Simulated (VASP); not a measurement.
# SiB3W (Pm-3m) in VASP: notebook, part 2 of 2

VASP 6.6.1. Earlier steps stand in the parts before.

## (3) Single point, PBE

INCAR reads:

```
  PREC = Accurate
  ENCUT = 500
  EDIFF = 1E-6
  ISMEAR = 0
  SIGMA = 0.1
  LREAL = False
  LASPH = True
  NELM = 120
  ALGO = Normal
  ISIF = 2
  LWAVE = False
  LCHARG = False
  GGA = PE
  NBANDS = 22
  GGA_COMPAT = False
```

KPOINTS reads:

```
regular mesh
0
Gamma
  10 10 10
```

POSCAR reads:

```
SiB3W
1.0
    3.8310887729      0.0000000000      0.0000000000
    0.0000000000      3.8310887729      0.0000000000
    0.0000000000      0.0000000000      3.8310887729
Si B W
1 3 1
Direct
    0.5000000000      0.5000000000      0.5000000000
    0.0000000000      0.5000000000      0.5000000000
    0.5000000000      0.0000000000      0.5000000000
    0.5000000000      0.5000000000      0.0000000000
    0.0000000000      0.0000000000      0.0000000000
```

Potentials or basis: VASP PAW PBE potentials, release 64 (Si, B, W_sv).

Command:

```sh
$ cat potpaw_PBE.64/Si/POTCAR potpaw_PBE.64/B/POTCAR potpaw_PBE.64/W_sv/POTCAR > POTCAR
$ mpirun -np 1 vasp_std > vasp.out
```

OUTCAR:

```text
PREC = Accurate
   ENCUT = 500
   EDIFF = 1E-6
   ISMEAR = 0
   LREAL = False
   LASPH = True
   NELM = 120
   ISIF = 2
   GGA = PE

 ion  position               nearest neighbor table
   1  0.500  0.500  0.500-   2 1.92   3 1.92   4 1.92   4 1.92   3 1.92   2 1.92   5 3.32   5 3.32
                             5 3.32   5 3.32   5 3.32   5 3.32   5 3.32   5 3.32
   2  0.000  0.500  0.500-   1 1.92   1 1.92   5 2.71   5 2.71   5 2.71   5 2.71
   3  0.500  0.000  0.500-   1 1.92   1 1.92   5 2.71   5 2.71   5 2.71   5 2.71
   4  0.500  0.500  0.000-   1 1.92   1 1.92   5 2.71   5 2.71   5 2.71   5 2.71
   5  0.000  0.000  0.000-   2 2.71   3 2.71   4 2.71   2 2.71   3 2.71   2 2.71   4 2.71   2 2.71
                             3 2.71   4 2.71   3 2.71   4 2.71   1 3.32   1 3.32   1 3.32   1 3.32

  LATTYP: Found a simple cubic cell.
 ALAT       =     3.8310887729

  Lattice vectors:

 A1 = (   3.8310887729,   0.0000000000,   0.0000000000)
 A2 = (   0.0000000000,   3.8310887729,   0.0000000000)
 A3 = (   0.0000000000,   0.0000000000,   3.8310887729)

Analysis of symmetry for initial positions (statically):
=====================================================================
 Subroutine PRICEL returns:
 Original cell was already a primitive cell.

 Routine SETGRP: Setting up the symmetry group for a
 simple cubic supercell.

 Subroutine GETGRP returns: Found 48 space group operations
 (whereof 48 operations were pure point group operations)
 out of a pool of 48 trial point group operations.

The static configuration has the point symmetry O_h .

Analysis of symmetry for dynamics (positions and initial velocities):
=====================================================================
 Subroutine PRICEL returns:
 Original cell was already a primitive cell.

 Routine SETGRP: Setting up the symmetry group for a
 simple cubic supercell.

 Subroutine GETGRP returns: Found 48 space group operations
 (whereof 48 operations were pure point group operations)
 out of a pool of 48 trial point group operations.

The dynamic configuration has the point symmetry O_h .

 Subroutine INISYM returns: Found 48 space group operations
 (whereof 48 operations are pure point group operations),
 and found     1 'primitive' translations

----------------------------------------------------------------------------------------

                                     Primitive cell

  volume of cell :      56.2298

  direct lattice vectors                    reciprocal lattice vectors
     3.831088773  0.000000000  0.000000000     0.261022404  0.000000000  0.000000000
     0.000000000  3.831088773  0.000000000     0.000000000  0.261022404  0.000000000
     0.000000000  0.000000000  3.831088773     0.000000000  0.000000000  0.261022404

  length of vectors
     3.831088773  3.831088773  3.831088773     0.261022404  0.261022404  0.261022404

  position of ions in fractional coordinates (direct lattice)
     0.500000000  0.500000000  0.500000000
     0.000000000  0.500000000  0.500000000
     0.500000000  0.000000000  0.500000000
     0.500000000  0.500000000  0.000000000
     0.000000000  0.000000000  0.000000000

  ion indices of the primitive-cell ions
   primitive index   ion index
                 1           1
                 2           2
                 3           3
[... 23 lines left out ...]

 Subroutine IBZKPT returns following result:
 ===========================================

 Found     56 irreducible k-points:

 Following reciprocal coordinates:
            Coordinates               Weight
  0.000000  0.000000  0.000000      1.000000
  0.100000  0.000000  0.000000      6.000000
  0.200000  0.000000  0.000000      6.000000
  0.300000  0.000000  0.000000      6.000000
  0.400000  0.000000  0.000000      6.000000
  0.500000  0.000000  0.000000      3.000000
[... 16 lines left out ...]
  0.200000  0.100000  0.100000     24.000000
  0.300000  0.100000  0.100000     24.000000
 [... further k-points ...]
   k-points           NKPTS =     56   k-points in BZ     NKDIM =     56   number of bands    NBANDS=     22
   number of dos      NEDOS =    301   number of ions     NIONS =      5
   total plane-waves  NPLWV =  21952
   dimension x,y,z NGX =    28 NGY =   28 NGZ =   28
   dimension x,y,z NGXF=    56 NGYF=   56 NGZF=   56
   ions per type =               1   3   1
   NGX,Y,Z   is equivalent  to a cutoff of  12.15, 12.15, 12.15 a.u.
   NGXF,Y,Z  is equivalent  to a cutoff of  24.30, 24.30, 24.30 a.u.
 SYSTEM =  unknown system
   PREC   = accura    normal or accurate (medium, high low for compatibility)
   ISTART =      0    job   : 0-new  1-cont  2-samecut
   ICHARG =      2    charge: 1-file 2-atom 10-const
   ISPIN  =      1    spin polarized calculation?
   LNONCOLLINEAR =      F non collinear calculations
   LSORBIT =      F    spin-orbit coupling
   LASPH  =      T    aspherical Exc in radial PAW
   ENCUT  =  500.0 eV  36.75 Ry    6.06 a.u.   6.98  6.98  6.98*2*pi/ulx,y,z
   NELM   =    120;   NELMIN=  2; NELMDL= -5     # of ELM steps
   EDIFF  = 0.1E-05   stopping-criterion for ELM
   LREAL  =      F    real-space projection
   EDIFFG = 0.1E-04   stopping-criterion for IOM
   NSW    =      0    number of steps for IOM
   IBRION =     -1    ionic relax: 0-MD 1-quasi-New 2-CG
   NFREE  =      0    steps in history (QN), initial steepest desc. (CG)
   ISIF   =      2    stress and relaxation
   ISYM   =      2    0-nonsym 1-usesym 2-fastsym
   POTIM  = 0.5000    time-step for ionic-motion
   TEBEG  =    0.0;   TEEND  =   0.0 temperature during run
   PSTRESS=    0.0 pullay stress
   NELECT =      27.0000    total number of electrons
   NUPDOWN=      -1.0000    fix difference up-down
   EMIN   =  10.00;   EMAX   =-10.00  energy-range for DOS
   EFERMI =   0.00;   METHOD = LEGACY
   ISMEAR =     0;   SIGMA  =   0.10  broadening in eV -4-tet -1-fermi 0-gaus
   EFERMI_NEDOS =   21; number of points for ismear=-14 and -15
   IALGO  =     38    algorithm
   IMIX   =      4    mixing-type and parameters
     AMIX     =   0.40;   BMIX     =  1.00
     AMIX_MAG =   1.60;   BMIX_MAG =  1.00
  volume/ion in A,a.u.               =      11.25        75.89
  Fermi-wavevector in a.u.,A,eV,Ry     =   1.281958  2.422550 22.360044  1.643417
  Thomas-Fermi vector in A             =   2.414298
   LORBIT       =      0    0 simple, 1 ext, 2 COOP (PROOUT), +10 PAW based schemes
   GGA     = PE    functional components
   LHFCALC =     F    Hartree Fock is set to
   AEXX    =    0.0000 exact exchange contribution
   IVDW    =     0    specifies the selected vdW correction
   LEPSILON=     F    determine dielectric tensor
   LRPA    =     F    only Hartree local field effects (RPA)
 non-spin polarized calculation
 Gauss-broadening in eV      SIGMA  =   0.10
  energy-cutoff  :      500.00
  volume of cell :       56.23
 maximum number of plane-waves:      1472
 NGX is ok and might be reduce to    28
   NGX = 13   NGY = 13   NGZ = 13

 number of electron      27.0000005 magnetization

 Free energy of the ion-electron system (eV)
  ---------------------------------------------------
  ext. energy  EPLUGINS =         0.00000000
  ---------------------------------------------------
  free energy    TOTEN  =       -29.41901572 eV

  energy without entropy =      -29.40150302  energy(sigma->0) =      -29.41025937

 E-fermi :   8.2961     XC(G=0): -11.8546

 val. band max:        8.2942585820   @ k =   0.5000   0.3000   0.2000
 cond. band min:       8.3143778899   @ k =   0.2000   0.1000   0.1000
 fundamental gap:      0.0201193079
 Fermi energy:         8.2960526060

 k-point     1 :       0.0000    0.0000    0.0000
  band No.  band energies     occupation
      1     -66.7010      2.00000
      2     -30.8012      2.00000
      3     -30.8012      2.00000
      4     -30.8012      2.00000
      5      -5.8090      2.00000
      6       2.3023      2.00000
[... 589 lines left out ...]
     21      12.9873      0.00000
     22      13.5218      0.00000

 [... further k-points ...]
[... 5 lines left out ...]
  --------------------------------------------------------------------------------------
  -------------------------------------------------------------------------------------
  Total       -0.0159869     -0.0159869     -0.0159869     -0.0000000     -0.0000000      0.0000000
  in kB       -0.4555211     -0.4555211     -0.4555211     -0.0000000     -0.0000000      0.0000000
  external PRESSURE =      -0.4555211 kB  Pullay stress =       0.0000000 kB

 VOLUME and BASIS-vectors are now :
 -----------------------------------------------------------------------------
  energy-cutoff  :      500.00
  volume of cell :       56.23
      direct lattice vectors                 reciprocal lattice vectors
     3.831088773  0.000000000  0.000000000     0.261022404  0.000000000  0.000000000
     0.000000000  3.831088773  0.000000000     0.000000000  0.261022404  0.000000000
     0.000000000  0.000000000  3.831088773     0.000000000  0.000000000  0.261022404

 POSITION                                       TOTAL-FORCE (eV/Angst)
 -----------------------------------------------------------------------------------
      1.91554      1.91554      1.91554         0.000000      0.000000      0.000000
      0.00000      1.91554      1.91554         0.000000      0.000000      0.000000
      1.91554      0.00000      1.91554         0.000000      0.000000      0.000000
      1.91554      1.91554      0.00000         0.000000      0.000000      0.000000
      0.00000      0.00000      0.00000         0.000000      0.000000      0.000000
 -----------------------------------------------------------------------------------
    total drift:                               -0.000000     -0.000000     -0.000000

  FREE ENERGIE OF THE ION-ELECTRON SYSTEM (eV)
  ---------------------------------------------------
  free  energy   TOTEN  =       -29.4190157165 eV

  energy  without entropy=      -29.4015030229  energy(sigma->0) =      -29.41025937
```

OSZICAR:

```text
N       E                     dE             d eps       ncg     rms          rms(c)
DAV:   1     0.154122043440E+03    0.15412E+03   -0.12271E+04  2464   0.115E+03
DAV:   2    -0.296139931208E+02   -0.18374E+03   -0.17612E+03  2818   0.310E+02
DAV:   3    -0.375216461778E+02   -0.79077E+01   -0.76589E+01  3116   0.570E+01
DAV:   4    -0.376407438725E+02   -0.11910E+00   -0.11871E+00  2782   0.673E+00
DAV:   5    -0.376421550856E+02   -0.14112E-02   -0.14109E-02  2958   0.783E-01    0.184E+01
DAV:   6    -0.344193449526E+02    0.32228E+01   -0.45233E+01  2560   0.335E+01    0.141E+01
DAV:   7    -0.296780986234E+02    0.47412E+01   -0.36963E+01  2562   0.255E+01    0.568E+00
DAV:   8    -0.294339641791E+02    0.24413E+00   -0.16885E+00  2642   0.564E+00    0.208E+00
DAV:   9    -0.294197512184E+02    0.14213E-01   -0.78125E-02  2668   0.122E+00    0.544E-01
DAV:  10    -0.294190267830E+02    0.72444E-03   -0.55185E-03  2762   0.397E-01    0.201E-01
DAV:  11    -0.294191014857E+02   -0.74703E-04   -0.88015E-04  2588   0.192E-01    0.127E-01
DAV:  12    -0.294190192426E+02    0.82243E-04   -0.21133E-04  2594   0.884E-02    0.124E-02
DAV:  13    -0.294190164458E+02    0.27967E-05   -0.27509E-05  2730   0.246E-02    0.104E-02
DAV:  14    -0.294190157165E+02    0.72932E-06   -0.33906E-06  1918   0.770E-03
   1 F= -.29419016E+02 E0= -.29410259E+02  d E =-.175127E-01
```

stdout:

```text
POSCAR found type information on POSCAR SiB W
 POSCAR found :  3 types and       5 ions
 scaLAPACK will be used
 LDA part: xc-table for (Slater+PW92), standard interpolation
 POSCAR, INCAR and KPOINTS ok, starting setup
 FFT: planning ... GRIDC
 FFT: planning ... GRID_SOFT
 FFT: planning ... GRID
 WAVECAR not read
 entering main loop
```

Wall time 46 s (1 thread of Intel Xeon 6975P-C, shared host); peak memory 0.2 GiB.

What came out:

| Property | Result |
| --- | --- |
| Free energy | -29.4190 eV |
| Pressure | 0.0 GPa |

Caveat: spin-orbit coupling is left out, which moves the levels of the heavy elements.

## (4) Relaxation of cell and atoms, PBE

This run uses another cell than the first one, of 11.21 Å³/atom, 0.997 times its volume.

INCAR reads:

```
SYSTEM = SiB3W
PREC = Accurate ; ENCUT = 500
EDIFF = 1E-7 ; ISMEAR = 0
SIGMA = 0.1 ; LREAL = .False.
LASPH = .True. ; NELM = 120
ALGO = Normal ; ISIF = 3
LWAVE = .False. ; LCHARG = .False.
GGA = PE ; IBRION = 2
NSW = 100 ; EDIFFG = -0.01
GGA_COMPAT = .False. ; NELMIN = 4
```

KPOINTS reads:

```
Automatic mesh
0
Gamma
  10 10 10
  0 0 0
```

POSCAR, as its differences from that of step 3:

```diff
@@ -2,5 +2,5 @@
 1.0
-    3.8310887729      0.0000000000      0.0000000000
-    0.0000000000      3.8310887729      0.0000000000
-    0.0000000000      0.0000000000      3.8310887729
+    3.8271695481      0.0000000000      0.0000000000
+    0.0000000000      3.8271695481      0.0000000000
+    0.0000000000      0.0000000000      3.8271695481
 Si B W
```

Potentials or basis: VASP PAW PBE potentials, release 64 (Si, B, W_sv).

Command:

```sh
$ cat potpaw_PBE.64/Si/POTCAR potpaw_PBE.64/B/POTCAR potpaw_PBE.64/W_sv/POTCAR > POTCAR
$ mpirun -np 1 vasp_std > vasp.out
```

OUTCAR:

```text
SYSTEM = SiB3W
   PREC = Accurate
   ENCUT = 500
   EDIFF = 1E-7
   ISMEAR = 0
   LREAL = .False.
   LASPH = .True.
   NELM = 120
   ISIF = 3
   GGA = PE
   IBRION = 2
   NSW = 100
   EDIFFG = -0.01
   NELMIN = 4

 ion  position               nearest neighbor table
   1  0.500  0.500  0.500-   2 1.91   3 1.91   4 1.91   4 1.91   3 1.91   2 1.91   5 3.31   5 3.31
                             5 3.31   5 3.31   5 3.31   5 3.31   5 3.31   5 3.31
   2  0.000  0.500  0.500-   1 1.91   1 1.91   5 2.71   5 2.71   5 2.71   5 2.71
   3  0.500  0.000  0.500-   1 1.91   1 1.91   5 2.71   5 2.71   5 2.71   5 2.71
   4  0.500  0.500  0.000-   1 1.91   1 1.91   5 2.71   5 2.71   5 2.71   5 2.71
   5  0.000  0.000  0.000-   2 2.71   3 2.71   4 2.71   2 2.71   3 2.71   2 2.71   4 2.71   2 2.71
                             3 2.71   4 2.71   3 2.71   4 2.71   1 3.31   1 3.31   1 3.31   1 3.31

  LATTYP: Found a simple cubic cell.
 ALAT       =     3.8271695481

  Lattice vectors:

 A1 = (   3.8271695481,   0.0000000000,   0.0000000000)
 A2 = (   0.0000000000,   3.8271695481,   0.0000000000)
 A3 = (   0.0000000000,   0.0000000000,   3.8271695481)

Analysis of symmetry for initial positions (statically):
=====================================================================
 Subroutine PRICEL returns:
[... 187 lines left out ...]
  Total        0.1563784      0.1563784      0.1563784      0.0000000      0.0000000      0.0000000
  in kB        4.4694514      4.4694514      4.4694514      0.0000000      0.0000000      0.0000000
  external PRESSURE =       4.4694514 kB  Pullay stress =       0.0000000 kB
[... 65 lines left out ...]
--------------------------------------- Ionic step        3  -------------------------------------------

 number of electron      27.0000005 magnetization

 Free energy of the ion-electron system (eV)
  ---------------------------------------------------
  ext. energy  EPLUGINS =         0.00000000
  ---------------------------------------------------
  free energy    TOTEN  =       -29.41893890 eV

  energy without entropy =      -29.40144036  energy(sigma->0) =      -29.41018963

 E-fermi :   8.2995     XC(G=0): -11.8559

 val. band max:        8.2977233853   @ k =   0.5000   0.3000   0.2000
 cond. band min:       8.3178996283   @ k =   0.2000   0.1000   0.1000
 fundamental gap:      0.0201762429
 Fermi energy:         8.2995294718

 k-point     1 :       0.0000    0.0000    0.0000
  band No.  band energies     occupation
      1     -66.6976      2.00000
      2     -30.7979      2.00000
      3     -30.7979      2.00000
      4     -30.7979      2.00000
      5      -5.8079      2.00000
      6       2.3043      2.00000
[... 457 lines left out ...]
      4     -30.7984      2.00000
      5      -4.9528      2.00000
      6      -0.7412      2.00000
[... 9 lines left out ...]
     16       9.2571      0.00000
     17       9.3306      0.00000

 [... further k-points ...]

------------------------ aborting loop because EDIFF is reached ----------------------------------------

  FORCE on cell =-STRESS in cart. coord.  units (eV):
  Direction    XX          YY          ZZ          XY          YZ          ZX
  --------------------------------------------------------------------------------------
  -------------------------------------------------------------------------------------
  Total        0.0025149      0.0025149      0.0025149      0.0000000     -0.0000000      0.0000000
  in kB        0.0716784      0.0716784      0.0716784      0.0000000     -0.0000000      0.0000000
  external PRESSURE =       0.0716784 kB  Pullay stress =       0.0000000 kB
[... 20 lines left out ...]
  FREE ENERGIE OF THE ION-ELECTRON SYSTEM (eV)
  ---------------------------------------------------
  free  energy   TOTEN  =       -29.4189389031 eV

  energy  without entropy=      -29.4014403571  energy(sigma->0) =      -29.41018963

 reached required accuracy - stopping structural energy minimisation
```

Run time: 87 s. Hardware: 1 thread of Intel Xeon 6975P-C, shared host; peak memory 0.2 GiB.

What came out:

* Free energy: -29.4189 eV
* Relaxed volume: 11.24 Å³/atom
* Relaxed cell: a = 3.831 Å, b = 3.831 Å, c = 3.831 Å, α = 90.00°, β = 90.00°, γ = 90.00°
* Space group after relaxing (to 0.05 Å): Pm-3m (No. 221)
* Energy gained by relaxing: 0.0 meV/atom
* Ionic steps: 3
* Pressure after relaxing: 0.0 GPa

The path:
```
step  energy change (eV)  largest force (eV/Å)  pressure (GPa)  volume (Å³)
   1              0.0000                0.0000            0.45        56.06
   2             -0.0001                0.0000           -0.27        56.31
   3             -0.0002                0.0000            0.01        56.21
```

Final structure:
```
CELL_PARAMETERS angstrom
3.83071 0.00000 0.00000
0.00000 3.83071 0.00000
0.00000 0.00000 3.83071
ATOMIC_POSITIONS crystal
Si 0.50000 0.50000 0.50000
B 0.00000 0.50000 0.50000
B 0.50000 0.00000 0.50000
B 0.50000 0.50000 0.00000
W 0.00000 0.00000 0.00000
```

Caveat: the bands computed are all filled at some k points, so no gap is given; spin-orbit coupling is left out, which moves the levels of the heavy elements.
